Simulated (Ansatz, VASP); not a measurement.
**Ta in VASP and in Ansatz**

```
Ta
1.0
     4.73050    0.00000    0.00000
    -2.36525    4.09674    0.00000
     0.00000    0.00000    2.65595
Ta
3
Direct
  0.00000 0.00000 0.00000
  0.33333 0.66667 0.50000
  0.66667 0.33333 0.50000
```

Alike in both runs: task single point; functional PBE; k mesh 9 × 9 × 13; occupations fermi-dirac, width 0.1 eV; no spin polarisation.

|  | VASP | Ansatz |
| --- | --- | --- |
| version | VASP 6.6.1 | Ansatz 0.2.0 |
| potentials or method | VASP PAW PBE potentials, release 64 (Ta_pv), cutoff 520 eV | plane waves (420 eV) with PAW, scalar-relativistic |
| valence electrons in the cell | 33 | 39 |

```tsv
	VASP	Ansatz	Ansatz less VASP
pressure (GPa)	18.2	18.0	-0.26
traceless stress, the component that is largest in VASP (GPa)	1.12	1.03	-0.096
```

The functional is the same, so the differences come from potentials, cutoffs and numerics. VASP's potentials hold 33 valence electrons a cell and Ansatz's 39, so a difference there can come from the potentials and not from the codes.

Spin-orbit coupling is off throughout.
